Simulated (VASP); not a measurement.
# Cd2H2Se in VASP: single point with PBEsol

Aim: the single point of Cd2H2Se with PBEsol.

All numbers are computed with VASP 6.6.1; they aren't measurements. Logs are shortened: lines on timing, memory, paths and dates and some standing lists are left out, and cuts for length are marked.

### 1 The cell of the first run

The typed cell holds 5 atoms: a = 3.754 Å, b = 3.754 Å, c = 6.643 Å, α = 90.00°, β = 90.00°, γ = 120.00°.

### 2 Single point, PBEsol

File INCAR:

```
ALGO = Normal ; EDIFF = 1E-6
ENCUT = 500 ; GGA = PS
GGA_COMPAT = F ; ISIF = 2
ISMEAR = -1 ; LASPH = T
LCHARG = F ; LREAL = F
LWAVE = F ; NBANDS = 24
NELM = 120 ; PREC = Accurate
SIGMA = 0.1
```

File KPOINTS:

```
k-points
0
Gamma
  10 10 5
```

File POSCAR:

```
Cd2H2Se
1.0
    3.7539500000      0.0000000000      0.0000000000
   -1.8769750000      3.2510190000      0.0000000000
    0.0000000000      0.0000000000      6.6433180000
Se H Cd
1 2 2
Direct
    0.0000000000      0.0000000000      0.0000000000
    0.3333000000      0.6667000000      0.6200000000
    0.6667000000      0.3333000000      0.3800000000
    0.3333000000      0.6667000000      0.2900000000
    0.6667000000      0.3333000000      0.7100000000
```

Potentials or basis: VASP PAW PBE potentials, release 64 (Se, H, Cd).

Command:

```sh
> cat potpaw_PBE.64/Se/POTCAR potpaw_PBE.64/H/POTCAR potpaw_PBE.64/Cd/POTCAR > POTCAR
> mpirun -np 1 vasp_std > vasp.out
```

OUTCAR:

```text
EDIFF = 1E-6
   ENCUT = 500
   GGA = PS
   ISIF = 2
   ISMEAR = -1
   LASPH = T
   LREAL = F
   NELM = 120
   PREC = Accurate

 ion  position               nearest neighbor table
   1  0.000  0.000  0.000-   4 2.90   5 2.90   5 2.90   4 2.90   5 2.90   4 2.90
   2  0.333  0.667  0.620-   4 2.19   5 2.25   5 2.25   5 2.25
   3  0.667  0.333  0.380-   5 2.19   4 2.25   4 2.25   4 2.25
   4  0.333  0.667  0.290-   2 2.19   3 2.25   3 2.25   3 2.25   1 2.90   1 2.90   1 2.90   5 3.53
                             5 3.53   5 3.53
   5  0.667  0.333  0.710-   3 2.19   2 2.25   2 2.25   2 2.25   1 2.90   1 2.90   1 2.90   4 3.53
                             4 3.53   4 3.53

  LATTYP: Found a hexagonal cell.
 ALAT       =     3.7539500000
 C/A-ratio  =     1.7696873959

  Lattice vectors:

 A1 = (   3.7539500000,   0.0000000000,   0.0000000000)
 A2 = (  -1.8769750000,   3.2510190000,   0.0000000000)
 A3 = (   0.0000000000,   0.0000000000,   6.6433180000)

Analysis of symmetry for initial positions (statically):
=====================================================================
 Subroutine PRICEL returns:
 Original cell was already a primitive cell.

 Routine SETGRP: Setting up the symmetry group for a
 hexagonal supercell.

 Subroutine GETGRP returns: Found  4 space group operations
 (whereof  4 operations were pure point group operations)
 out of a pool of 24 trial point group operations.

The static configuration has the point symmetry C_2h.

Analysis of symmetry for dynamics (positions and initial velocities):
=====================================================================
 Subroutine PRICEL returns:
 Original cell was already a primitive cell.

 Routine SETGRP: Setting up the symmetry group for a
 hexagonal supercell.

 Subroutine GETGRP returns: Found  4 space group operations
 (whereof  4 operations were pure point group operations)
 out of a pool of 24 trial point group operations.

The dynamic configuration has the point symmetry C_2h.

 Subroutine INISYM returns: Found  4 space group operations
 (whereof  4 operations are pure point group operations),
 and found     1 'primitive' translations

----------------------------------------------------------------------------------------

                                     Primitive cell

  volume of cell :      81.0761

  direct lattice vectors                    reciprocal lattice vectors
     3.753950000  0.000000000  0.000000000     0.266386073  0.153797932  0.000000000
    -1.876975000  3.251019000  0.000000000     0.000000000  0.307595865  0.000000000
     0.000000000  0.000000000  6.643318000     0.000000000  0.000000000  0.150527191

  length of vectors
     3.753950000  3.753952542  6.643318000     0.307596073  0.307595865  0.150527191

  position of ions in fractional coordinates (direct lattice)
     0.000000000  0.000000000  0.000000000
     0.333300000  0.666700000  0.620000000
     0.666700000  0.333300000  0.380000000
     0.333300000  0.666700000  0.290000000
     0.666700000  0.333300000  0.710000000

  ion indices of the primitive-cell ions
   primitive index   ion index
                 1           1
                 2           2
                 3           3
                 4           4
                 5           5

----------------------------------------------------------------------------------------

 KPOINTS: k-points

Automatic generation of k-mesh.
 Grid dimensions read from file:
 generate k-points for:   10   10    5

 Generating k-lattice:

  Cartesian coordinates                     Fractional coordinates (reciprocal lattice)
     0.026638607  0.015379793  0.000000000     0.100000000  0.000000000  0.000000000
     0.000000000  0.030759586  0.000000000     0.000000000  0.100000000  0.000000000
     0.000000000  0.000000000  0.030105438     0.000000000  0.000000000  0.200000000

  Length of vectors
     0.030759607  0.030759586  0.030105438

  Shift w.r.t. Gamma in fractional coordinates (k-lattice)
     0.000000000  0.000000000  0.000000000

 Subroutine IBZKPT returns following result:
 ===========================================

 Found    141 irreducible k-points:

 Following reciprocal coordinates:
            Coordinates               Weight
  0.000000  0.000000  0.000000      1.000000
  0.100000 -0.000000  0.000000      4.000000
 -0.100000  0.100000  0.000000      2.000000
  0.200000 -0.000000  0.000000      4.000000
 -0.200000  0.200000  0.000000      2.000000
  0.300000 -0.000000  0.000000      4.000000
[... 16 lines left out ...]
  0.200000  0.200000  0.000000      2.000000
 -0.200000  0.400000  0.000000      4.000000
 [... further k-points ...]
   k-points           NKPTS =    141   k-points in BZ     NKDIM =    141   number of bands    NBANDS=     24
   number of dos      NEDOS =    301   number of ions     NIONS =      5
   total plane-waves  NPLWV =  37632
   dimension x,y,z NGX =    28 NGY =   28 NGZ =   48
   dimension x,y,z NGXF=    56 NGYF=   56 NGZF=   96
   ions per type =               1   2   2
   NGX,Y,Z   is equivalent  to a cutoff of  12.40, 12.40, 12.01 a.u.
   NGXF,Y,Z  is equivalent  to a cutoff of  24.80, 24.80, 24.02 a.u.
 SYSTEM =  unknown system
   PREC   = accura    normal or accurate (medium, high low for compatibility)
   ISTART =      0    job   : 0-new  1-cont  2-samecut
   ICHARG =      2    charge: 1-file 2-atom 10-const
   ISPIN  =      1    spin polarized calculation?
   LNONCOLLINEAR =      F non collinear calculations
   LSORBIT =      F    spin-orbit coupling
   LASPH  =      T    aspherical Exc in radial PAW
   ENCUT  =  500.0 eV  36.75 Ry    6.06 a.u.   6.84  6.84 12.11*2*pi/ulx,y,z
   NELM   =    120;   NELMIN=  2; NELMDL= -5     # of ELM steps
   EDIFF  = 0.1E-05   stopping-criterion for ELM
   LREAL  =      F    real-space projection
   EDIFFG = 0.1E-04   stopping-criterion for IOM
   NSW    =      0    number of steps for IOM
   IBRION =     -1    ionic relax: 0-MD 1-quasi-New 2-CG
   NFREE  =      0    steps in history (QN), initial steepest desc. (CG)
   ISIF   =      2    stress and relaxation
   ISYM   =      2    0-nonsym 1-usesym 2-fastsym
   POTIM  = 0.5000    time-step for ionic-motion
   TEBEG  =    0.0;   TEEND  =   0.0 temperature during run
   PSTRESS=    0.0 pullay stress
   NELECT =      32.0000    total number of electrons
   NUPDOWN=      -1.0000    fix difference up-down
   EMIN   =  10.00;   EMAX   =-10.00  energy-range for DOS
   EFERMI =   0.00;   METHOD = LEGACY
   ISMEAR =    -1;   SIGMA  =   0.10  broadening in eV -4-tet -1-fermi 0-gaus
   EFERMI_NEDOS =   21; number of points for ismear=-14 and -15
   IALGO  =     38    algorithm
   IMIX   =      4    mixing-type and parameters
     AMIX     =   0.40;   BMIX     =  1.00
     AMIX_MAG =   1.60;   BMIX_MAG =  1.00
  volume/ion in A,a.u.               =      16.22       109.43
  Fermi-wavevector in a.u.,A,eV,Ry     =   1.200864  2.269304 19.620611  1.442074
  Thomas-Fermi vector in A             =   2.336688
   LORBIT       =      0    0 simple, 1 ext, 2 COOP (PROOUT), +10 PAW based schemes
   GGA     = PS    functional components
   LHFCALC =     F    Hartree Fock is set to
   AEXX    =    0.0000 exact exchange contribution
   IVDW    =     0    specifies the selected vdW correction
   LEPSILON=     F    determine dielectric tensor
   LRPA    =     F    only Hartree local field effects (RPA)
 non-spin polarized calculation
  energy-cutoff  :      500.00
  volume of cell :       81.08
 maximum number of plane-waves:      2071
   NGX = 13   NGY = 13   NGZ = 25

 number of electron      31.9999999 magnetization

 Free energy of the ion-electron system (eV)
  ---------------------------------------------------
  ext. energy  EPLUGINS =         0.00000000
  ---------------------------------------------------
  free energy    TOTEN  =       -11.86592699 eV

  energy without entropy =      -11.81965470  energy(sigma->0) =      -11.84279084

 E-fermi :   1.9336     XC(G=0): -10.1652

 val. band max:        1.9308659057   @ k =  -0.1000   0.1000   0.0000
 cond. band min:       1.9345369526   @ k =   0.0000   0.1000   0.4000
 fundamental gap:      0.0036710469
 Fermi energy:         1.9335802553

 k-point     1 :       0.0000    0.0000    0.0000
  band No.  band energies     occupation
      1     -11.0882      2.00000
      2      -6.9103      2.00000
      3      -6.5313      2.00000
      4      -6.5312      2.00000
      5      -6.5175      2.00000
      6      -6.5174      2.00000
[... 16 lines left out ...]
     23      11.5984      0.00000
     24      11.6023      0.00000

 k-point     2 :       0.1000   -0.0000    0.0000
  band No.  band energies     occupation
      1     -11.0215      2.00000
      2      -6.8830      2.00000
      3      -6.5692      2.00000
      4      -6.5493      2.00000
      5      -6.5210      2.00000
      6      -6.4893      2.00000
[... 16 lines left out ...]
     23      10.6435      0.00000
     24      10.8560      0.00000

 k-point     3 :      -0.1000    0.1000    0.0000
  band No.  band energies     occupation
      1     -11.0215      2.00000
      2      -6.8830      2.00000
      3      -6.5691      2.00000
      4      -6.5494      2.00000
      5      -6.5210      2.00000
      6      -6.4894      2.00000
[... 16 lines left out ...]
     23      10.6433      0.00000
     24      10.8561      0.00000
[... 514 lines left out ...]
 k-point    23 :       0.2000    0.2000    0.0000
  band No.  band energies     occupation
      1     -10.4846      2.00000
      2      -6.8651      2.00000
      3      -6.7874      2.00000
      4      -6.5285      2.00000
      5      -6.4907      2.00000
      6      -6.4604      2.00000
[... 16 lines left out ...]
     23      10.4012      0.00000
     24      10.6939      0.00000

 k-point    24 :      -0.2000    0.4000    0.0000
  band No.  band energies     occupation
      1     -10.4846      2.00000
      2      -6.8651      2.00000
      3      -6.7874      2.00000
      4      -6.5286      2.00000
      5      -6.4907      2.00000
      6      -6.4605      2.00000
[... 16 lines left out ...]
     23      10.4017      0.00000
     24      10.6926      0.00000

 [... further k-points ...]

------------------------ aborting loop because EDIFF is reached ----------------------------------------

  FORCE on cell =-STRESS in cart. coord.  units (eV):
  Direction    XX          YY          ZZ          XY          YZ          ZX
  --------------------------------------------------------------------------------------
  -------------------------------------------------------------------------------------
  Total       -0.8341718     -0.8349284     -3.9612506     -0.0006539     -0.0006537      0.0011322
  in kB      -16.4843969    -16.4993478    -78.2798293     -0.0129221     -0.0129179      0.0223743
  external PRESSURE =     -37.0878580 kB  Pullay stress =       0.0000000 kB

 VOLUME and BASIS-vectors are now :
 -----------------------------------------------------------------------------
  energy-cutoff  :      500.00
  volume of cell :       81.08
      direct lattice vectors                 reciprocal lattice vectors
     3.753950000  0.000000000  0.000000000     0.266386073  0.153797932  0.000000000
    -1.876975000  3.251019000  0.000000000     0.000000000  0.307595865  0.000000000
     0.000000000  0.000000000  6.643318000     0.000000000  0.000000000  0.150527191

 POSITION                                       TOTAL-FORCE (eV/Angst)
 -----------------------------------------------------------------------------------
      0.00000      0.00000      0.00000         0.000000      0.000000      0.000000
     -0.00019      2.16745      4.11886         0.000340     -0.000196     -0.168281
      1.87716      1.08356      2.52446        -0.000340      0.000196      0.168281
     -0.00019      2.16745      1.92656         0.000191     -0.000110     -0.312700
      1.87716      1.08356      4.71676        -0.000191      0.000110      0.312700
 -----------------------------------------------------------------------------------
    total drift:                                0.000000      0.000000      0.000000

  FREE ENERGIE OF THE ION-ELECTRON SYSTEM (eV)
  ---------------------------------------------------
  free  energy   TOTEN  =       -11.8659269858 eV

  energy  without entropy=      -11.8196546994  energy(sigma->0) =      -11.84279084
```

Wall time 3.5 min (1 thread of Intel Xeon 8259CL, shared host); peak memory 0.36 GiB.

Results:

```yaml
Free_energy: -11.8659 eV
Pressure: -3.7 GPa
Largest_force: 0.313 eV/Å
Band_gap_on_the_k_mesh: zero (bands 16 and 17 overlap by 0.96 eV)
```

Forces in eV/Å, atoms in the order of the input:
```
Se   0.000  0.000  0.000
H    0.000  0.000 -0.168
H    0.000  0.000  0.168
Cd   0.000  0.000 -0.313
Cd   0.000  0.000  0.313
```

Levels at points of the mesh, in eV from the Fermi level:
```
           k point  band 12  band 13  band 14  band 15  band 16  band 17  band 18  band 19  band 20  band 21
(0.00, 0.00, 0.00)    -7.35    -5.44    -0.08     0.12     0.12     2.83     4.94     6.08     6.63     6.63
(0.50, 0.00, 0.00)    -5.40    -3.61    -3.02    -2.15    -0.99    -0.84     3.47     4.23     4.89     5.66
(0.50, 0.50, 0.00)    -5.40    -3.61    -3.02    -2.15    -0.99    -0.84     3.47     4.23     4.89     5.66
```

Caveat: the stress differs along the axes, from -8 to -2 GPa; the PAW data sets were made with another functional, which shifts forces and pressure a little.
